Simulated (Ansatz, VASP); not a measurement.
# Ta in VASP and in Ansatz

```xyz
8
Lattice="4.9835 0.0000 0.0000 -2.4917 4.3158 0.0000 0.0000 0.0000 8.2027" Properties=species:S:1:pos:R:3 pbc="T T T"
Ta   -0.7994    1.3846    0.0000
Ta    1.5988    0.0000    0.0000
Ta    1.6923    2.9312    0.0000
Ta   -1.6923    2.9312    4.1014
Ta    3.3847    0.0000    4.1014
Ta    0.7994    1.3846    4.1014
Ta    2.4917    1.4386    6.1521
Ta    0.0000    2.8772    2.0507
```

Alike in both runs: task single point; functional PBEsol; k mesh 6 × 6 × 3; occupations fermi-dirac, width 0.15 eV; no spin polarisation.

|  | VASP | Ansatz |
| --- | --- | --- |
| version | VASP 6.6.1 | Ansatz 0.2.0 |
| potentials or method | VASP PAW PBE potentials, release 64 (Ta_pv) | plane waves, PAW |
| plane-wave cutoff (eV) | 520 | 420 |
| valence electrons in the cell | 88 | 104 |

```csv
,VASP,Ansatz,Ansatz less VASP
gap on the k mesh at the Fermi level (eV),none,none,-
pressure (GPa),2.0,1.8,-0.14
"traceless stress, the component that is largest in VASP (GPa)",0.70,0.64,-0.053
```

VASP's potentials were made for PBE, not for PBEsol. A gap of «none» marks a metal or a gap that the smearing closes. VASP's potentials hold 88 valence electrons a cell and Ansatz's 104, so a difference there can come from the potentials and not from the codes.

Neither program's run includes spin-orbit coupling.
